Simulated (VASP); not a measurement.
Input of a VASP 6.6.1 run:

INCAR

```
SYSTEM = Si
PREC = Accurate ; ENCUT = 520
EDIFF = 1E-6 ; ISMEAR = 0
SIGMA = 0.02 ; LREAL = Auto
LASPH = .TRUE. ; NELM = 60
ALGO = Normal ; ISIF = 2
LWAVE = .FALSE. ; LCHARG = .FALSE.
GGA = PE ; NBANDS = 48
```

File KPOINTS:

```
Automatic mesh
0
G
  2 2 2
  0 0 0
```

The input POSCAR:

```
Si
1.0
    0.0000000000      5.4300000000      5.4300000000
    5.4300000000      0.0000000000      5.4300000000
    5.4300000000      5.4300000000      0.0000000000
Si
17
Direct
    0.0036572683     -0.0029662231     -0.0031087551
    0.1322343914      0.1230700797      0.1225111237
    0.0036906491     -0.0031334651      0.5027801990
    0.1252286653      0.1262775438      0.6243943602
    0.0039121366      0.5033832053     -0.0036187751
    0.1253356092      0.6246369444      0.1262342314
    0.0003142310      0.4999691163      0.4998711127
    0.1253417345      0.6244783542      0.6239262916
    0.5008444510      0.0002849391     -0.0002667579
    0.6235052871      0.1230256596      0.1229769729
    0.4974037863     -0.0030153309      0.5029497254
    0.6234522912      0.1228070795      0.6310885855
    0.4975399327      0.5030717531     -0.0030345812
    0.6236057835      0.6316362513      0.1224369498
    0.4975617323      0.5029425380      0.5025883353
    0.6265247942      0.6246385713      0.6244915776
    0.7511193563      0.2501851834      0.2496306044
```

Potentials or basis: VASP PAW PBE potentials, release 64 (Si).

Run with:

```bash
$ cat potpaw_PBE.64/Si/POTCAR > POTCAR
$ mpirun -np 1 vasp_std > vasp.out
```

Task: Estimate the pressure.

Result: 5.3 GPa.

Task: Predict the band gap on the k mesh.

Result: Zero (bands 34 and 35 overlap by 0.25 eV).

Task: Estimate the largest force.

Result: 0.022 eV/Å.

Forces on the atoms (eV/Å):
```
Si   0.005  0.000  0.007
Si  -0.003  0.004  0.005
Si   0.004 -0.005  0.008
Si   0.006 -0.013 -0.016
Si   0.002  0.004 -0.009
Si   0.001 -0.014 -0.015
Si   0.001 -0.002 -0.004
Si   0.014 -0.001 -0.009
Si  -0.002  0.000 -0.001
Si  -0.009 -0.006 -0.005
Si  -0.005  0.007  0.014
Si   0.003  0.006 -0.001
Si  -0.007  0.008  0.012
Si   0.000  0.001  0.005
Si  -0.004  0.011  0.013
Si  -0.010  0.004 -0.003
Si   0.006 -0.003 -0.001
```

Caveat: the k points lie up to 0.50 Å⁻¹ apart.
